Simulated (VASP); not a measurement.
# Ca2Pd (P6/mmm) in VASP: further runs, part 2 of 2

VASP 6.6.1. Earlier steps stand in the parts before.

### Step 3. Relaxation of cell and atoms, PBE

This run uses another cell than the first one, of 22.09 Å³/atom.

File INCAR:

```
PREC = Accurate ; ENCUT = 600
EDIFF = 1E-6 ; ISMEAR = 0
SIGMA = 0.1 ; LREAL = False
LASPH = True ; NELM = 80
ALGO = Normal ; ISIF = 3
LWAVE = False ; LCHARG = False
GGA = PE ; IBRION = 2
NSW = 90 ; EDIFFG = -0.04
```

File KPOINTS:

```
regular mesh
0
Gamma
  6 6 4
```

File POSCAR:

```
Ca2Pd
1.0
    4.1383289095      0.0000000000      0.0000000000
   -2.0691644548      3.5838979649      0.0000000000
    0.0000000000      0.0000000000      4.4682953342
Ca Pd
2 1
Direct
    0.3333333333      0.6666666667      0.5000000000
    0.6666666667      0.3333333333      0.5000000000
    0.0000000000      0.0000000000      0.0000000000
```

Potentials or basis: VASP PAW PBE potentials, release 64 (Ca_sv, Pd).

The run is started by

```sh
cat potpaw_PBE.64/Ca_sv/POTCAR potpaw_PBE.64/Pd/POTCAR > POTCAR
mpirun -np 1 vasp_std > vasp.out
```

OUTCAR:

```text
PREC = Accurate
   ENCUT = 600
   EDIFF = 1E-6
   ISMEAR = 0
   LREAL = False
   LASPH = True
   NELM = 80
   ISIF = 3
   GGA = PE
   IBRION = 2
   NSW = 90
   EDIFFG = -0.04

 ion  position               nearest neighbor table
   1  0.333  0.667  0.500-   2 2.39   2 2.39   2 2.39   3 3.27   3 3.27   3 3.27   3 3.27   3 3.27
                             3 3.27
   2  0.667  0.333  0.500-   1 2.39   1 2.39   1 2.39   3 3.27   3 3.27   3 3.27   3 3.27   3 3.27
                             3 3.27
   3  0.000  0.000  0.000-   1 3.27   2 3.27   1 3.27   2 3.27   2 3.27   2 3.27   1 3.27   1 3.27
                             2 3.27   2 3.27   1 3.27   1 3.27

  LATTYP: Found a hexagonal cell.
 ALAT       =     4.1383289095
 C/A-ratio  =     1.0797342193

  Lattice vectors:

 A1 = (   4.1383289095,   0.0000000000,   0.0000000000)
 A2 = (  -2.0691644548,   3.5838979649,   0.0000000000)
 A3 = (   0.0000000000,   0.0000000000,   4.4682953342)

Analysis of symmetry for initial positions (statically):
=====================================================================
 Subroutine PRICEL returns:
 Original cell was already a primitive cell.

 Routine SETGRP: Setting up the symmetry group for a
 hexagonal supercell.

 Subroutine GETGRP returns: Found 24 space group operations
 (whereof 24 operations were pure point group operations)
 out of a pool of 24 trial point group operations.

The static configuration has the point symmetry D_6h.

Analysis of symmetry for dynamics (positions and initial velocities):
=====================================================================
 Subroutine PRICEL returns:
 Original cell was already a primitive cell.

 Routine SETGRP: Setting up the symmetry group for a
 hexagonal supercell.

 Subroutine GETGRP returns: Found 24 space group operations
 (whereof 24 operations were pure point group operations)
 out of a pool of 24 trial point group operations.

The dynamic configuration has the point symmetry D_6h.

 Subroutine INISYM returns: Found 24 space group operations
 (whereof 24 operations are pure point group operations),
 and found     1 'primitive' translations

----------------------------------------------------------------------------------------

                                     Primitive cell

  volume of cell :      66.2708

  direct lattice vectors                    reciprocal lattice vectors
     4.138328910  0.000000000  0.000000000     0.241643432  0.139512900  0.000000000
    -2.069164455  3.583897965  0.000000000     0.000000000  0.279025801  0.000000000
     0.000000000  0.000000000  4.468295334     0.000000000  0.000000000  0.223798994

  length of vectors
     4.138328910  4.138328910  4.468295334     0.279025801  0.279025801  0.223798994

  position of ions in fractional coordinates (direct lattice)
     0.333333333  0.666666667  0.500000000
     0.666666667  0.333333333  0.500000000
     0.000000000  0.000000000  0.000000000

  ion indices of the primitive-cell ions
   primitive index   ion index
                 1           1
                 2           2
                 3           3

----------------------------------------------------------------------------------------

 KPOINTS: regular mesh

Automatic generation of k-mesh.
 Grid dimensions read from file:
 generate k-points for:    6    6    4

 Generating k-lattice:

  Cartesian coordinates                     Fractional coordinates (reciprocal lattice)
     0.040273905  0.023252150  0.000000000     0.166666667  0.000000000  0.000000000
     0.000000000  0.046504300  0.000000000     0.000000000  0.166666667  0.000000000
     0.000000000  0.000000000  0.055949748     0.000000000  0.000000000  0.250000000

  Length of vectors
     0.046504300  0.046504300  0.055949748

  Shift w.r.t. Gamma in fractional coordinates (k-lattice)
     0.000000000  0.000000000  0.000000000

 Subroutine IBZKPT returns following result:
 ===========================================

 Found     21 irreducible k-points:

 Following reciprocal coordinates:
            Coordinates               Weight
  0.000000  0.000000  0.000000      1.000000
  0.166667  0.000000  0.000000      6.000000
  0.333333  0.000000  0.000000      6.000000
  0.500000  0.000000  0.000000      3.000000
  0.166667  0.166667  0.000000      6.000000
  0.333333  0.166667  0.000000     12.000000
[... 13 lines left out ...]
  0.333333  0.166667  0.500000     12.000000
  0.333333  0.333333  0.500000      2.000000
   k-points           NKPTS =     21   k-points in BZ     NKDIM =     21   number of bands    NBANDS=     19
   number of dos      NEDOS =    301   number of ions     NIONS =      3
   total plane-waves  NPLWV =  46656
   dimension x,y,z NGX =    36 NGY =   36 NGZ =   36
   dimension x,y,z NGXF=    72 NGYF=   72 NGZF=   72
   ions per type =               2   1
   NGX,Y,Z   is equivalent  to a cutoff of  14.46, 14.46, 13.39 a.u.
   NGXF,Y,Z  is equivalent  to a cutoff of  28.92, 28.92, 26.79 a.u.
 SYSTEM =  unknown system
   PREC   = accura    normal or accurate (medium, high low for compatibility)
   ISTART =      0    job   : 0-new  1-cont  2-samecut
   ICHARG =      2    charge: 1-file 2-atom 10-const
   ISPIN  =      1    spin polarized calculation?
   LNONCOLLINEAR =      F non collinear calculations
   LSORBIT =      F    spin-orbit coupling
   LASPH  =      T    aspherical Exc in radial PAW
   ENCUT  =  600.0 eV  44.10 Ry    6.64 a.u.   8.27  8.27  8.92*2*pi/ulx,y,z
   NELM   =     80;   NELMIN=  2; NELMDL= -5     # of ELM steps
   EDIFF  = 0.1E-05   stopping-criterion for ELM
   LREAL  =      F    real-space projection
   EDIFFG = -.4E-01   stopping-criterion for IOM
   NSW    =     90    number of steps for IOM
   IBRION =      2    ionic relax: 0-MD 1-quasi-New 2-CG
   NFREE  =      1    steps in history (QN), initial steepest desc. (CG)
   ISIF   =      3    stress and relaxation
   ISYM   =      2    0-nonsym 1-usesym 2-fastsym
   POTIM  = 0.5000    time-step for ionic-motion
   TEBEG  =    0.0;   TEEND  =   0.0 temperature during run
   PSTRESS=    0.0 pullay stress
   NELECT =      30.0000    total number of electrons
   NUPDOWN=      -1.0000    fix difference up-down
   EMIN   =  10.00;   EMAX   =-10.00  energy-range for DOS
   EFERMI =   0.00;   METHOD = LEGACY
   ISMEAR =     0;   SIGMA  =   0.10  broadening in eV -4-tet -1-fermi 0-gaus
   EFERMI_NEDOS =   21; number of points for ismear=-14 and -15
   IALGO  =     38    algorithm
   IMIX   =      4    mixing-type and parameters
     AMIX     =   0.40;   BMIX     =  1.00
     AMIX_MAG =   1.60;   BMIX_MAG =  1.00
  volume/ion in A,a.u.               =      22.09       149.07
  Fermi-wavevector in a.u.,A,eV,Ry     =   1.257017  2.375417 21.498446  1.580091
  Thomas-Fermi vector in A             =   2.390696
   LORBIT       =      0    0 simple, 1 ext, 2 COOP (PROOUT), +10 PAW based schemes
   GGA     = PE    functional components
   LHFCALC =     F    Hartree Fock is set to
   AEXX    =    0.0000 exact exchange contribution
   IVDW    =     0    specifies the selected vdW correction
   LEPSILON=     F    determine dielectric tensor
   LRPA    =     F    only Hartree local field effects (RPA)
 conjugate gradient relaxation of ions
 non-spin polarized calculation
 Gauss-broadening in eV      SIGMA  =   0.10
  energy-cutoff  :      600.00
  volume of cell :       66.27
 maximum number of plane-waves:      2238
 NGX is ok and might be reduce to    36
   NGX = 17   NGY = 17   NGZ = 17

--------------------------------------- Ionic step        1  -------------------------------------------

 number of electron      30.0000000 magnetization

 Free energy of the ion-electron system (eV)
  ---------------------------------------------------
  ext. energy  EPLUGINS =         0.00000000
  ---------------------------------------------------
  free energy    TOTEN  =        -5.94399110 eV

  energy without entropy =       -5.93059390  energy(sigma->0) =       -5.93729250

 E-fermi :   5.1450     XC(G=0): -10.2016

 val. band max:        5.1266243615   @ k =   0.1667   0.1667   0.2500
 cond. band min:       5.1511418837   @ k =   0.0000   0.0000   0.2500
 fundamental gap:      0.0245175222
 Fermi energy:         5.1450076828
[... 1033 lines left out ...]
  FREE ENERGIE OF THE ION-ELECTRON SYSTEM (eV)
  ---------------------------------------------------
  free  energy   TOTEN  =        -8.4560080854 eV

  energy  without entropy=       -8.4417966449  energy(sigma->0) =       -8.44890237

[... ionic steps 4 to 18 ...]

--------------------------------------- Ionic step       19  -------------------------------------------

 number of electron      29.9999987 magnetization

------------------------ aborting loop because EDIFF is reached ----------------------------------------
[... 69 lines left out ...]
--------------------------------------- Ionic step       21  -------------------------------------------

 number of electron      29.9999991 magnetization

 Free energy of the ion-electron system (eV)
  ---------------------------------------------------
  ext. energy  EPLUGINS =         0.00000000
  ---------------------------------------------------
  free energy    TOTEN  =        -9.03071584 eV

  energy without entropy =       -9.00620194  energy(sigma->0) =       -9.01845889

 E-fermi :   4.5844     XC(G=0):  -9.7517

 val. band max:        4.5598063830   @ k =   0.3333   0.1667   0.5000
 cond. band min:       4.5895572119   @ k =   0.3333   0.1667   0.2500
 fundamental gap:      0.0297508289
 Fermi energy:         4.5843503741
[... 490 lines left out ...]
  FREE ENERGIE OF THE ION-ELECTRON SYSTEM (eV)
  ---------------------------------------------------
  free  energy   TOTEN  =        -9.0307158357 eV

  energy  without entropy=       -9.0062019369  energy(sigma->0) =       -9.01845889

 reached required accuracy - stopping structural energy minimisation
```

OSZICAR:

```text
N       E                     dE             d eps       ncg     rms          rms(c)
DAV:   1     0.288577586301E+03    0.28858E+03   -0.16466E+04   798   0.172E+03
DAV:   2     0.104515537908E+02   -0.27813E+03   -0.27304E+03   822   0.447E+02
DAV:   3    -0.629349569574E+01   -0.16745E+02   -0.16091E+02  1497   0.835E+01
DAV:   4    -0.699140575869E+01   -0.69791E+00   -0.68102E+00  1073   0.157E+01
[... 228 lines left out ...]
DAV:   6    -0.903054135915E+01   -0.21908E-03   -0.23210E-04  1267   0.111E-01    0.445E-02
DAV:   7    -0.903071544064E+01   -0.17408E-03   -0.41313E-04  1232   0.861E-02    0.147E-02
DAV:   8    -0.903071459895E+01    0.84168E-06   -0.22872E-05   955   0.314E-02    0.646E-03
DAV:   9    -0.903071586562E+01   -0.12667E-05   -0.17654E-06   581   0.914E-03    0.742E-04
DAV:  10    -0.903071583573E+01    0.29891E-07   -0.15248E-07   429   0.311E-03
  21 F= -.90307158E+01 E0= -.90184589E+01  d E =-.245424E-02
```

CONTCAR:

```text
Ca2Pd
   1.00000000000000
     5.1895524989036099   -0.0000000000148742    0.0000000000000000
    -2.5947762495273876    4.4942842984326177   -0.0000000000000000
    -0.0000000000000000    0.0000000000000000    3.2129681303885733
  Ca              Pd
     2     1
Direct
     0.3333333332999970    0.6666666667000030    0.5000000000000000
     0.6666666667000030    0.3333333332999970    0.5000000000000000
     0.0000000000000000    1.0000000000000000    0.0000000000000000

  0.00000000E+00  0.00000000E+00  0.00000000E+00
  0.00000000E+00  0.00000000E+00  0.00000000E+00
  0.00000000E+00  0.00000000E+00  0.00000000E+00
```

It took 16 min on 1 thread of Oxide Virtual Turin-like, shared host; peak memory 0.2 GiB.

Results:

```yaml
Free_energy: -9.0307 eV
Relaxed_volume: 24.98 Å³/atom
Relaxed_cell: a = 5.190 Å, b = 5.190 Å, c = 3.213 Å, α = 90.00°, β = 90.00°, γ = 120.00°
Space_group_after_relaxing_to_0.1_Å: P6/mmm (No. 191)
Energy_gained_by_relaxing: 1028.9 meV/atom
Ionic_steps: 21
Pressure_after_relaxing: 0.0 GPa
Band_gap_on_the_k_mesh: zero (bands 15 and 16 overlap by 2.57 eV)
```

The path:
```tsv
step	energy change (eV)	largest force (eV/Å)	pressure (GPa)	volume (Å³)
1	0.0000	0.0000	7.00	66.27
2	-2.1880	0.0000	0.94	74.69
3	-2.5120	0.0000	-2.53	84.90
4	-3.0285	0.0000	-2.06	81.99
5	-3.0273	0.0000	-1.97	81.73
6	-3.0231	0.0000	-1.88	81.25
7	-2.8512	0.0000	-1.15	78.31
8	-3.0208	0.0000	-1.90	81.05
9	-3.0156	0.0000	-1.92	80.70
10	-3.0570	0.0000	-0.34	76.45
11	-3.0600	0.0000	0.17	75.13
12	-3.0601	0.0000	0.26	74.90
13	-3.0638	0.0000	0.18	75.18
14	-3.0769	0.0000	-0.20	76.01
15	-3.0706	0.0000	-1.09	77.53
16	-3.0823	0.0000	-0.55	76.54
17	-3.0827	0.0000	-0.65	76.70
18	-3.0840	0.0000	-0.60	76.44
19	-3.0843	0.0000	-0.57	76.30
20	-3.0857	0.0000	-0.38	75.86
21	-3.0867	0.0000	0.04	74.94
```

Final structure:
```yaml
crystal:
  lattice:
    - [5.18955, 0.00000, 0.00000]
    - [-2.59478, 4.49428, 0.00000]
    - [0.00000, 0.00000, 3.21297]
  atoms:
    - { symbol: Ca, position: [0.33333, 0.66667, 0.50000] }
    - { symbol: Ca, position: [0.66667, 0.33333, 0.50000] }
    - { symbol: Pd, position: [0.00000, 0.00000, 0.00000] }
```

Levels at points of the mesh, in eV from the Fermi level:
```
           k point  band 11  band 12  band 13  band 14  band 15  band 16  band 17  band 18  band 19
(0.00, 0.00, 0.00)    -2.51    -2.51    -1.80    -1.80     0.32     0.32     0.99     1.46     2.03
(0.50, 0.00, 0.00)    -2.55    -2.39    -2.37    -1.82    -1.79     0.81     0.87     1.41     1.48
(0.00, 0.00, 0.50)    -2.63    -2.63    -2.46    -1.24     0.28     1.28     1.28     2.17     2.17
(0.50, 0.00, 0.50)    -2.59    -2.24    -2.15    -0.39     0.01     0.09     0.30     1.88     2.08
```

Caveat: a cell axis changed by over 15 % at a fixed basis, so the end point is rough.

### Step 4. Relaxation of cell and atoms, PBE

File INCAR:

```
  PREC = Accurate
  ENCUT = 600
  EDIFF = 1E-6
  ISMEAR = 0
  SIGMA = 0.1
  LREAL = False
  LASPH = True
  NELM = 80
  ALGO = Fast
  ISIF = 3
  LWAVE = False
  LCHARG = False
  GGA = PE
  IBRION = 2
  NSW = 90
  EDIFFG = -0.04
```

File KPOINTS:

```
regular mesh
0
Gamma
  6 6 6
```

File POSCAR:

```
Ca2Pd
1.0
    5.1835823639      0.0000000000      0.0000000000
   -2.5917911820      4.4891140098      0.0000000000
    0.0000000000      0.0000000000      3.2001567846
Ca Pd
2 1
Direct
    0.3333333333      0.6666666667      0.5000000000
    0.6666666667      0.3333333333      0.5000000000
    0.0000000000      0.0000000000      0.0000000000
```

The run is started by

```sh
cat potpaw_PBE.64/Ca_sv/POTCAR potpaw_PBE.64/Pd/POTCAR > POTCAR
mpirun -np 1 vasp_std > vasp.out
```

Wall time 4.1 min (1 thread of Oxide Virtual Turin-like, shared host); peak memory 0.21 GiB.

Results (log left out):

```
Free energy                           : -9.1078 eV
Relaxed volume                        : 24.94 Å³/atom
Relaxed cell                          : a = 5.186 Å, b = 5.186 Å, c = 3.212 Å, α = 90.00°, β = 90.00°, γ = 120.00°
Space group after relaxing (to 0.1 Å) : P6/mmm (No. 191)
Energy gained by relaxing             : 0.2 meV/atom
Ionic steps                           : 2
Pressure after relaxing               : 0.0 GPa
Band gap on the k mesh                : zero (bands 15 and 16 overlap by 2.58 eV)
```

Stress tensor (GPa, compression positive):
```
-0.02  0.00  0.00
 0.00 -0.02  0.00
 0.00  0.00  0.18
```

Step by step:
```
step  energy change (eV)  largest force (eV/Å)  pressure (GPa)  volume (Å³)
   1              0.0000                0.0000            0.21        74.47
   2             -0.0006                0.0000            0.05        74.82
```

Final structure:
```xyz
3
Lattice="5.1863 0.0000 0.0000 -2.5931 4.4914 0.0000 0.0000 0.0000 3.2121" Properties=species:S:1:pos:R:3 pbc="T T T"
Ca    0.0000    2.9943    1.6061
Ca    2.5931    1.4971    1.6061
Pd    5.1863    0.0000    0.0000
```

Levels at points of the mesh, in eV from the Fermi level:
```csv
k point,band 12,band 13,band 14,band 15,band 16,band 17,band 18,band 19
"(0.00, 0.00, 0.00)",-2.50,-1.77,-1.77,0.34,0.34,1.02,1.49,2.05
"(0.50, 0.00, 0.00)",-2.37,-2.35,-1.80,-1.76,0.84,0.89,1.43,1.50
"(0.00, 0.00, 0.50)",-2.62,-2.43,-1.22,0.31,1.29,1.29,2.19,2.19
"(0.50, 0.00, 0.50)",-2.22,-2.12,-0.38,0.04,0.11,0.33,1.91,2.28
```

### Step 5. Single point, PBE

File INCAR:

```
SYSTEM = Ca2Pd
PREC = Accurate ; ENCUT = 520
EDIFF = 1E-6 ; ISMEAR = 0
SIGMA = 0.1 ; LREAL = .FALSE.
LASPH = .TRUE. ; NELM = 60
ALGO = Fast ; ISIF = 2
LWAVE = .FALSE. ; LCHARG = .FALSE.
GGA = PE ; NBANDS = 22
```

File KPOINTS:

```
Automatic mesh
0
G
  12 12 14
  0 0 0
```

File POSCAR:

```
Ca2Pd
1.0
    5.1515845089      0.0000000000      0.0000000000
   -2.5757922545      4.4614030544      0.0000000000
    0.0000000000      0.0000000000      3.2397677821
Ca Pd
2 1
Direct
    0.3333333333      0.6666666667      0.5000000000
    0.6666666667      0.3333333333      0.5000000000
    0.0000000000      0.0000000000      0.0000000000
```

The run is started by

```sh
cat potpaw_PBE.64/Ca_sv/POTCAR potpaw_PBE.64/Pd/POTCAR > POTCAR
mpirun -np 1 vasp_std > vasp.out
```

Run time: 12 min. Hardware: 1 thread of Oxide Virtual Turin-like, shared host; peak memory 0.34 GiB.

The run converged. Its results:

| Item | Value |
| --- | --- |
| Free energy | -9.1667 eV |
| Pressure | 0.0 GPa |
| Band gap on the k mesh | zero (bands 15 and 16 overlap by 2.66 eV) |

Levels at points of the mesh, in eV from the Fermi level:
| k point | band 12 | band 13 | band 14 | band 15 | band 16 | band 17 | band 18 | band 19 |
| --- | --- | --- | --- | --- | --- | --- | --- | --- |
| (0.00, 0.00, 0.00) | -2.49 | -1.77 | -1.77 | 0.38 | 0.38 | 1.05 | 1.56 | 2.10 |
| (0.50, 0.00, 0.00) | -2.36 | -2.31 | -1.80 | -1.77 | 0.89 | 0.93 | 1.47 | 1.52 |
| (0.00, 0.00, 0.50) | -2.63 | -2.45 | -1.27 | 0.26 | 1.34 | 1.34 | 2.23 | 2.23 |
| (0.50, 0.00, 0.50) | -2.22 | -2.12 | -0.37 | 0.01 | 0.09 | 0.28 | 1.89 | 2.11 |

### Step 6. Summary

```tsv
task	cell	k mesh	cutoff (eV)	gap on the mesh (eV)	pressure (GPa)	relaxed volume (Å³/atom)
single point	a = 5.184, b = 5.184, c = 3.200 Å, angles 90.0, 90.0, 120.0°, 3 atoms	6 × 6 × 6	520	none	0.2	-
relaxation of cell and atoms	relaxed from a = 4.138, b = 4.138, c = 4.468 Å, angles 90.0, 90.0, 120.0°, 3 atoms	6 × 6 × 4	600	none	0.0	24.98
relaxation of cell and atoms	relaxed from a = 5.184, b = 5.184, c = 3.200 Å, angles 90.0, 90.0, 120.0°, 3 atoms	6 × 6 × 6	600	none	0.0	24.94
single point	a = 5.152, b = 5.152, c = 3.240 Å, angles 90.0, 90.0, 120.0°, 3 atoms	12 × 12 × 14	520	none	0.0	-
```

Alike in all rows: level PBE; potentials or basis VASP PAW PBE potentials, release 64 (Ca_sv, Pd); no spin polarisation; smearing gaussian 0.1 eV.

Caveats: a cell axis changed by over 15 % at a fixed basis, so the end point is rough (at least some runs).

Absolute energies hang on the potentials; compare differences alone.
